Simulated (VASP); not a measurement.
# LiF (Pm-3m) in VASP: a series of runs

Aim: see how the results for LiF move with the level of theory and the settings. Levels: PBE, r2SCAN. Tasks: relaxation of cell and atoms, single point.

All numbers are computed with VASP 6.6.1; they aren't measurements. Logs are shortened: lines on timing, memory, paths and dates and some standing lists are left out, and cuts for length are marked.

## (1) The cell of the first run

The structure is cubic, space group Pm-3m (No. 221). The conventional cell has a = 2.062 Å, b = 2.062 Å, c = 2.062 Å, α = 90.00°, β = 90.00°, γ = 90.00°. Within 2.4 Å of Li (site symmetry m-3m) lie 8 F at 1.79 Å and 6 Li at 2.06 Å. Within 2.4 Å of F (site symmetry m-3m) lie 8 Li at 1.79 Å and 6 F at 2.06 Å.

## (2) Relaxation of cell and atoms, PBE

The input, INCAR:

```
SYSTEM = LiF
ALGO = Normal ; EDIFF = 1E-7
EDIFFG = -0.005 ; ENCUT = 910
GGA = PE ; GGA_COMPAT = .False.
IBRION = 2 ; ISIF = 3
ISMEAR = -1 ; LASPH = .True.
LCHARG = .False. ; LREAL = .False.
LWAVE = .False. ; NELM = 120
NELMIN = 4 ; NSW = 80
PREC = Accurate ; SIGMA = 0.02
```

The input, KPOINTS:

```
k-points
0
Gamma
  12 12 12
  0 0 0
```

The input, POSCAR:

```
LiF
1.0
    2.0616023412      0.0000000000      0.0000000000
    0.0000000000      2.0616023412      0.0000000000
    0.0000000000      0.0000000000      2.0616023412
Li F
1 1
Direct
    0.0000000000      0.0000000000      0.0000000000
    0.5000000000      0.5000000000      0.5000000000
```

Potentials or basis: VASP PAW PBE potentials, release 64 (Li_sv, F_h).

Command:

```console
$ cat potpaw_PBE.64/Li_sv/POTCAR potpaw_PBE.64/F_h/POTCAR > POTCAR
$ mpirun -np 1 vasp_std > vasp.out
```

OUTCAR:

```text
SYSTEM = LiF
   EDIFF = 1E-7
   EDIFFG = -0.005
   ENCUT = 910
   GGA = PE
   IBRION = 2
   ISIF = 3
   ISMEAR = -1
   LASPH = .True.
   LREAL = .False.
   NELM = 120
   NELMIN = 4
   NSW = 80
   PREC = Accurate

 ion  position               nearest neighbor table
   1  0.000  0.000  0.000-   2 1.79   2 1.79   2 1.79   2 1.79   2 1.79   2 1.79   2 1.79   2 1.79

   2  0.500  0.500  0.500-   1 1.79   1 1.79   1 1.79   1 1.79   1 1.79   1 1.79   1 1.79   1 1.79

  LATTYP: Found a simple cubic cell.
 ALAT       =     2.0616023412

  Lattice vectors:

 A1 = (   2.0616023412,   0.0000000000,   0.0000000000)
 A2 = (   0.0000000000,   2.0616023412,   0.0000000000)
 A3 = (   0.0000000000,   0.0000000000,   2.0616023412)

Analysis of symmetry for initial positions (statically):
=====================================================================
 Subroutine PRICEL returns:
 Original cell was already a primitive cell.

 Routine SETGRP: Setting up the symmetry group for a
 simple cubic supercell.

 Subroutine GETGRP returns: Found 48 space group operations
 (whereof 48 operations were pure point group operations)
 out of a pool of 48 trial point group operations.

The static configuration has the point symmetry O_h .

Analysis of symmetry for dynamics (positions and initial velocities):
=====================================================================
 Subroutine PRICEL returns:
 Original cell was already a primitive cell.

 Routine SETGRP: Setting up the symmetry group for a
 simple cubic supercell.

 Subroutine GETGRP returns: Found 48 space group operations
 (whereof 48 operations were pure point group operations)
 out of a pool of 48 trial point group operations.

The dynamic configuration has the point symmetry O_h .

 Subroutine INISYM returns: Found 48 space group operations
 (whereof 48 operations are pure point group operations),
 and found     1 'primitive' translations

----------------------------------------------------------------------------------------

                                     Primitive cell

  volume of cell :       8.7622

  direct lattice vectors                    reciprocal lattice vectors
     2.061602341  0.000000000  0.000000000     0.485059597  0.000000000  0.000000000
     0.000000000  2.061602341  0.000000000     0.000000000  0.485059597  0.000000000
     0.000000000  0.000000000  2.061602341     0.000000000  0.000000000  0.485059597

  length of vectors
     2.061602341  2.061602341  2.061602341     0.485059597  0.485059597  0.485059597

  position of ions in fractional coordinates (direct lattice)
     0.000000000  0.000000000  0.000000000
     0.500000000  0.500000000  0.500000000

  ion indices of the primitive-cell ions
   primitive index   ion index
                 1           1
                 2           2

----------------------------------------------------------------------------------------

 KPOINTS: k-points

Automatic generation of k-mesh.
 Grid dimensions read from file:
 generate k-points for:   12   12   12

 Generating k-lattice:

  Cartesian coordinates                     Fractional coordinates (reciprocal lattice)
     0.040421633  0.000000000  0.000000000     0.083333333  0.000000000  0.000000000
     0.000000000  0.040421633  0.000000000     0.000000000  0.083333333  0.000000000
     0.000000000  0.000000000  0.040421633     0.000000000  0.000000000  0.083333333

  Length of vectors
     0.040421633  0.040421633  0.040421633

  Shift w.r.t. Gamma in fractional coordinates (k-lattice)
     0.000000000  0.000000000  0.000000000

 Subroutine IBZKPT returns following result:
 ===========================================

 Found     84 irreducible k-points:

 Following reciprocal coordinates:
            Coordinates               Weight
  0.000000  0.000000  0.000000      1.000000
  0.083333  0.000000  0.000000      6.000000
  0.166667  0.000000  0.000000      6.000000
  0.250000  0.000000  0.000000      6.000000
  0.333333  0.000000  0.000000      6.000000
  0.416667  0.000000  0.000000      6.000000
[... 16 lines left out ...]
  0.333333  0.333333  0.000000     12.000000
  0.416667  0.333333  0.000000     24.000000
 [... further k-points ...]
   k-points           NKPTS =     84   k-points in BZ     NKDIM =     84   number of bands    NBANDS=      9
   number of dos      NEDOS =    301   number of ions     NIONS =      2
   total plane-waves  NPLWV =   8000
   dimension x,y,z NGX =    20 NGY =   20 NGZ =   20
   dimension x,y,z NGXF=    40 NGYF=   40 NGZF=   40
   ions per type =               1   1
   NGX,Y,Z   is equivalent  to a cutoff of  16.13, 16.13, 16.13 a.u.
   NGXF,Y,Z  is equivalent  to a cutoff of  32.26, 32.26, 32.26 a.u.
 SYSTEM =  LiF
   PREC   = accura    normal or accurate (medium, high low for compatibility)
   ISTART =      0    job   : 0-new  1-cont  2-samecut
   ICHARG =      2    charge: 1-file 2-atom 10-const
   ISPIN  =      1    spin polarized calculation?
   LNONCOLLINEAR =      F non collinear calculations
   LSORBIT =      F    spin-orbit coupling
   LASPH  =      T    aspherical Exc in radial PAW
   ENCUT  =  910.0 eV  66.88 Ry    8.18 a.u.   5.07  5.07  5.07*2*pi/ulx,y,z
   NELM   =    120;   NELMIN=  4; NELMDL= -5     # of ELM steps
   EDIFF  = 0.1E-06   stopping-criterion for ELM
   LREAL  =      F    real-space projection
   EDIFFG = -.5E-02   stopping-criterion for IOM
   NSW    =     80    number of steps for IOM
   IBRION =      2    ionic relax: 0-MD 1-quasi-New 2-CG
   NFREE  =      1    steps in history (QN), initial steepest desc. (CG)
   ISIF   =      3    stress and relaxation
   ISYM   =      2    0-nonsym 1-usesym 2-fastsym
   POTIM  = 0.5000    time-step for ionic-motion
   TEBEG  =    0.0;   TEEND  =   0.0 temperature during run
   PSTRESS=    0.0 pullay stress
   NELECT =      10.0000    total number of electrons
   NUPDOWN=      -1.0000    fix difference up-down
   EMIN   =  10.00;   EMAX   =-10.00  energy-range for DOS
   EFERMI =   0.00;   METHOD = LEGACY
   ISMEAR =    -1;   SIGMA  =   0.02  broadening in eV -4-tet -1-fermi 0-gaus
   EFERMI_NEDOS =   21; number of points for ismear=-14 and -15
   IALGO  =     38    algorithm
   IMIX   =      4    mixing-type and parameters
     AMIX     =   0.40;   BMIX     =  1.00
     AMIX_MAG =   1.60;   BMIX_MAG =  1.00
  volume/ion in A,a.u.               =       4.38        29.57
  Fermi-wavevector in a.u.,A,eV,Ry     =   1.710816  3.232973 39.822768  2.926891
  Thomas-Fermi vector in A             =   2.789045
   LORBIT       =      0    0 simple, 1 ext, 2 COOP (PROOUT), +10 PAW based schemes
   GGA     = PE    functional components
   LHFCALC =     F    Hartree Fock is set to
   AEXX    =    0.0000 exact exchange contribution
   IVDW    =     0    specifies the selected vdW correction
   LEPSILON=     F    determine dielectric tensor
   LRPA    =     F    only Hartree local field effects (RPA)
 conjugate gradient relaxation of ions
 non-spin polarized calculation
  energy-cutoff  :      910.00
  volume of cell :        8.76
 maximum number of plane-waves:       560
   NGX = 11   NGY = 11   NGZ = 11

--------------------------------------- Ionic step        1  -------------------------------------------

 number of electron      10.0000005 magnetization

 Free energy of the ion-electron system (eV)
  ---------------------------------------------------
  ext. energy  EPLUGINS =         0.00000000
  ---------------------------------------------------
  free energy    TOTEN  =        -6.57504864 eV

  energy without entropy =       -6.57504864  energy(sigma->0) =       -6.57504864

------------------------ aborting loop because EDIFF is reached ----------------------------------------

  FORCE on cell =-STRESS in cart. coord.  units (eV):
  Direction    XX          YY          ZZ          XY          YZ          ZX
  --------------------------------------------------------------------------------------
  -------------------------------------------------------------------------------------
  Total        9.5980683      9.5980683      9.5980683     -0.0000000     -0.0000000      0.0000000
  in kB     1755.0105070   1755.0105070   1755.0105070     -0.0000000     -0.0000000      0.0000000
  external PRESSURE =    1755.0105070 kB  Pullay stress =       0.0000000 kB
[... 165 lines left out ...]
  energy  without entropy=       -8.4427900874  energy(sigma->0) =       -8.44279009

--------------------------------------- Ionic step        6  -------------------------------------------

 number of electron       9.9999984 magnetization

 Free energy of the ion-electron system (eV)
  ---------------------------------------------------
  ext. energy  EPLUGINS =         0.00000000
  ---------------------------------------------------
  free energy    TOTEN  =        -8.44295644 eV

  energy without entropy =       -8.44295644  energy(sigma->0) =       -8.44295644

 E-fermi :   3.3480     XC(G=0): -11.2098

 val. band max:        2.8118938656   @ k =   0.5000   0.5000   0.0000
 cond. band min:      12.7398698119   @ k =   0.0000   0.0000   0.0000
 fundamental gap:      9.9279759463
 Fermi energy:         3.3480335733

 k-point     1 :       0.0000    0.0000    0.0000
  band No.  band energies     occupation
      1     -39.9503      2.00000
      2     -19.2623      2.00000
      3       1.8767      2.00000
      4       1.8767      2.00000
      5       1.8767      2.00000
      6      12.7399      0.00000
      7      23.1611      0.00000
      8      23.1611      0.00000
      9      26.8328      0.00000
[... 265 lines left out ...]
 k-point    24 :       0.4167    0.3333    0.0000
  band No.  band energies     occupation
      1     -39.7671      2.00000
      2     -17.9636      2.00000
      3      -1.6366      2.00000
      4      -0.8898      2.00000
      5       2.6846      2.00000
      6      16.8587      0.00000
      7      18.7266      0.00000
      8      19.2349      0.00000
      9      27.3058      0.00000

 [... further k-points ...]

------------------------ aborting loop because EDIFF is reached ----------------------------------------

  FORCE on cell =-STRESS in cart. coord.  units (eV):
  Direction    XX          YY          ZZ          XY          YZ          ZX
  --------------------------------------------------------------------------------------
  -------------------------------------------------------------------------------------
  Total       -0.0005147     -0.0005147     -0.0005147      0.0000000      0.0000000     -0.0000000
  in kB       -0.0632601     -0.0632601     -0.0632601      0.0000000      0.0000000     -0.0000000
  external PRESSURE =      -0.0632601 kB  Pullay stress =       0.0000000 kB
[... 17 lines left out ...]
  FREE ENERGIE OF THE ION-ELECTRON SYSTEM (eV)
  ---------------------------------------------------
  free  energy   TOTEN  =        -8.4429564390 eV

  energy  without entropy=       -8.4429564390  energy(sigma->0) =       -8.44295644

 reached required accuracy - stopping structural energy minimisation
```

Wall time 74 s (1 thread of AMD EPYC 7R43 (Zen 3), shared host); peak memory 0.09 GiB.

Results:

* Free energy: -8.4430 eV
* Relaxed volume: 6.52 Å³/atom
* Relaxed cell: a = 2.353 Å, b = 2.353 Å, c = 2.353 Å, α = 90.00°, β = 90.00°, γ = 90.00°
* Space group after relaxing (to 0.1 Å): Pm-3m (No. 221)
* Energy gained by relaxing: 934.0 meV/atom
* Ionic steps: 6
* Pressure after relaxing: 0.0 GPa
* Band gap on the k mesh: 9.93 eV (least direct gap 10.86 eV)

The path:
| step | energy change (eV) | largest force (eV/Å) | pressure (GPa) | volume (Å³) |
| --- | --- | --- | --- | --- |
| 1 | 0.0000 | 0.0000 | 175.50 | 8.76 |
| 2 | -1.1809 | 0.0000 | -61.96 | 16.37 |
| 3 | -1.8679 | 0.0000 | 0.53 | 13.01 |
| 4 | -1.8675 | 0.0000 | -1.70 | 13.11 |
| 5 | -1.8677 | 0.0000 | 1.11 | 12.99 |
| 6 | -1.8679 | 0.0000 | -0.01 | 13.04 |

Final structure:
```
CELL_PARAMETERS angstrom
2.35346 0.00000 0.00000
0.00000 2.35346 0.00000
0.00000 0.00000 2.35346
ATOMIC_POSITIONS crystal
Li 0.00000 0.00000 0.00000
F 0.50000 0.50000 0.50000
```

Caveat: the cutoff is under 1.25 times the usual one of these potentials, so pressure, stress and relaxed cells hold a basis-set (Pulay) error; the volume moved by over 15 % at a fixed basis, so the end points are rough. A k mesh can miss the band edges.

## (3) Single point, r2SCAN

This run uses another cell than the first one, of 7.97 Å³/atom.

The input, POSCAR:

```
LiF
1.0
    2.5162584520      0.0000000000      0.0000000000
    0.0000000000      2.5162584520      0.0000000000
    0.0000000000      0.0000000000      2.5162584520
Li F
1 1
Direct
    0.0000000000      0.0000000000      0.0000000000
    0.5000000000      0.5000000000      0.5000000000
```

The input, INCAR.step1:

```
PREC     = Accurate       # precision mode
ENCUT    = 910            # plane-wave cutoff, eV
ISMEAR   = -1             # smearing method
SIGMA    = 0.02           # smearing width, eV
LREAL    = F              # projectors in reciprocal space
LASPH    = T              # aspherical terms in the spheres
NELM     = 120            # most SCF steps
NBANDS   = 12             # bands
GGA      = PE             # functional
ALGO     = Normal         # electronic algorithm
EDIFF    = 1E-5           # SCF threshold, eV
LWAVE    = T              # write WAVECAR
LCHARG   = F              # write CHGCAR
GGA_COMPAT= F
```

The input, INCAR.step2:

```
PREC     = Accurate       # precision mode
ENCUT    = 910            # plane-wave cutoff, eV
EDIFF    = 1E-6           # SCF threshold, eV
ISMEAR   = -1             # smearing method
SIGMA    = 0.02           # smearing width, eV
LREAL    = F              # projectors in reciprocal space
LASPH    = T              # aspherical terms in the spheres
NELM     = 120            # most SCF steps
ALGO     = Normal         # electronic algorithm
ISIF     = 2              # what is computed and relaxed
LWAVE    = F              # write WAVECAR
LCHARG   = F              # write CHGCAR
METAGGA  = R2SCAN         # meta-GGA
LMIXTAU  = T            
NBANDS   = 12             # bands
ISTART   = 1            
GGA_COMPAT= F
```

The input, KPOINTS:

```
regular mesh
0
Gamma
  10 10 10
```

Potentials or basis: VASP PAW PBE potentials, release 64 (Li_sv, F_h).

Command:

```console
$ cat potpaw_PBE.64/Li_sv/POTCAR potpaw_PBE.64/F_h/POTCAR > POTCAR
$ cp INCAR.step1 INCAR
$ mpirun -np 1 vasp_std > vasp.out
$ cp INCAR.step2 INCAR
$ mpirun -np 1 vasp_std > vasp.out
```

Wall time 67 s (1 thread of Intel Xeon Platinum 8488C (Sapphire Rapids), shared host); peak memory 0.17 GiB.

The run converged. Its results:

```yaml
Free_energy: -11.2837 eV
Pressure: -1.3 GPa
Band_gap_on_the_k_mesh: 9.10 eV (least direct gap 9.84 eV)
```

Levels at points of the mesh, in eV from the valence-band top:
```
           k point  band 3  band 4  band 5  band 6  band 7  band 8
(0.00, 0.00, 0.00)   -0.74   -0.74   -0.74    9.10   20.26   20.26
(0.50, 0.00, 0.00)   -3.90   -0.31   -0.31   10.44   15.95   22.44
(0.50, 0.50, 0.00)   -3.50   -3.50    0.00   14.96   15.30   15.30
(0.50, 0.50, 0.50)   -2.46   -2.46   -2.46   12.34   12.34   12.34
```

Caveat: the cutoff is under 1.25 times the usual one of these potentials, so pressure, stress and relaxed cells hold a basis-set (Pulay) error; the PAW data sets were made with another functional, which shifts forces and pressure a little. A k mesh can miss the band edges.
